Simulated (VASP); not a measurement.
Input of a VASP 6.6.1 run:

File INCAR:

```
PREC     = Accurate       # precision mode
ENCUT    = 520            # plane-wave cutoff, eV
EDIFF    = 1E-6           # SCF threshold, eV
ISMEAR   = 0              # smearing method
SIGMA    = 0.1            # smearing width, eV
LREAL    = False          # projectors in reciprocal space
LASPH    = True           # aspherical terms in the spheres
NELM     = 150            # most SCF steps
ALGO     = Normal         # electronic algorithm
ISIF     = 2              # what is computed and relaxed
LWAVE    = False          # write WAVECAR
LCHARG   = False          # write CHGCAR
ISPIN    = 2              # spin polarisation
MAGMOM   = 3.5 0          # initial moments
LORBIT   = 11             # projections on sites
LMAXMIX  = 4              # l up to which the mixer works
GGA      = PE             # functional
NBANDS   = 18             # bands
```

File KPOINTS:

```
Automatic mesh
0
Gamma
  14 14 14
```

POSCAR

```
ReS
1.0
    0.0000000000      2.3409994631      2.3409994631
    2.3409994631      0.0000000000      2.3409994631
    2.3409994631      2.3409994631      0.0000000000
Re S
1 1
Direct
    0.0000000000      0.0000000000      0.0000000000
    0.5000000000      0.5000000000      0.5000000000
```

Potentials or basis: VASP PAW PBE potentials, release 64 (Re, S).

Run with:

```console
$ cat potpaw_PBE.64/Re/POTCAR potpaw_PBE.64/S/POTCAR > POTCAR
$ mpirun -np 1 vasp_std > vasp.out
```

(1) Predict the pressure.

(2) What does it give for the net moment?

Answers

(1) 46.1 GPa.

(2) 0.00 μB per cell.
